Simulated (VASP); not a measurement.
Input of a VASP 6.6.1 run:

INCAR

```
PREC = Accurate
ENCUT = 520
EDIFF = 1E-6
ISMEAR = 0
SIGMA = 0.05
LREAL = Auto
LASPH = T
NELM = 80
ALGO = Normal
ISIF = 2
LWAVE = F
LCHARG = T
LDIPOL = T
IDIPOL = 3
DIPOL = 0.5 0.5 0.499
GGA = PE
LELF = T
LVHAR = T
LVACPOTAV = T
NBANDS = 66
```

KPOINTS

```
regular mesh
0
Gamma
  3 3 1
```

The input POSCAR:

```
AlN
1.0
    6.2604791250      0.0000000000      0.0000000000
    0.0000000000      5.0179796543      0.0000000000
    0.0000000000      0.0000000000     22.3253562891
Al N
12 12
Direct
    0.5000000000      0.9982712825      0.3583369464
    0.0000000000      0.9982712825      0.3583369464
    0.7500000000      0.4982712825      0.3988121046
    0.2500000000      0.4982712825      0.3988121046
    0.7500000000      0.9982712825      0.4797624209
    0.2500000000      0.9982712825      0.4797624209
    0.0000000000      0.4960920293      0.5178106388
    0.5000000000      0.4960920293      0.5178106388
    0.0000000000      1.0041493089      0.6039529304
    0.5000000000      1.0041493089      0.6039529304
    0.2500000000      0.4721229371      0.6290578969
    0.7500000000      0.4721229371      0.6290578969
    0.5000000000      0.6167287175      0.3583369464
    0.0000000000      0.6167287175      0.3583369464
    0.7500000000      0.1167287175      0.3988121046
    0.2500000000      0.1167287175      0.3988121046
    0.7500000000      0.6167287175      0.4797624209
    0.2500000000      0.6167287175      0.4797624209
    0.0000000000      0.1165819618      0.5187447899
    0.5000000000      0.1165819618      0.5187447899
    0.0000000000      0.6229627751      0.6011740200
    0.5000000000      0.6229627751      0.6011740200
    0.2500000000      0.1211821503      0.6383609145
    0.7500000000      0.1211821503      0.6383609145
```

Potentials or basis: VASP PAW PBE potentials, release 64 (Al, N).

Run with:

```sh
$ cat potpaw_PBE.64/Al/POTCAR potpaw_PBE.64/N/POTCAR > POTCAR
$ mpirun -np 1 vasp_std > vasp.out
```

Problem. What does it give for the largest force?

Solution. 2.693 eV/Å.

Problem. Estimate the band gap on the k mesh.

Solution. 1.46 eV.

Forces in eV/Å, atoms in the order of the input:
```
Al   0.000 -1.853  1.954
Al   0.000 -1.853  1.954
Al   0.000  1.002 -1.787
Al   0.000  1.002 -1.787
Al   0.000 -0.321  0.280
Al   0.000 -0.321  0.280
Al   0.000  0.002  0.008
Al   0.000  0.002  0.008
Al   0.000 -0.011 -0.004
Al   0.000 -0.011 -0.004
Al   0.000  0.012 -0.012
Al   0.000  0.012 -0.012
N    0.000  0.826  0.486
N    0.000  0.826  0.486
N    0.000  0.342 -1.343
N    0.000  0.342 -1.343
N    0.000  0.001  0.429
N    0.000  0.001  0.429
N    0.000 -0.001  0.000
N    0.000 -0.001  0.000
N    0.000  0.010 -0.002
N    0.000  0.010 -0.002
N    0.000 -0.011 -0.009
N    0.000 -0.011 -0.009
```
